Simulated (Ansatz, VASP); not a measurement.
## Na in VASP and in Ansatz

```
Na
1.0
    -2.13847    2.13847    2.13847
     2.13847   -2.13847    2.13847
     2.13847    2.13847   -2.13847
Na
1
Direct
  0.00000 0.00000 0.00000
```

Change from the starting cell: volume scaled by 1.03.

Alike in both runs: task single point; functional PBE; k mesh 12 × 12 × 12; occupations fermi-dirac, width 0.05 eV; no spin polarisation.

|  | VASP | Ansatz |
| --- | --- | --- |
| version | VASP 6.6.1 | Ansatz 0.2.0 |
| potentials or method | VASP PAW PBE potentials, release 64 (Na_pv), cutoff 520 eV | all-electron LAPW, scalar-relativistic |

```csv
,VASP,Ansatz,Ansatz less VASP
pressure (GPa),-0.4,-0.4,+0.02
```

Ansatz ran all-electron here, and VASP with PAW potentials.
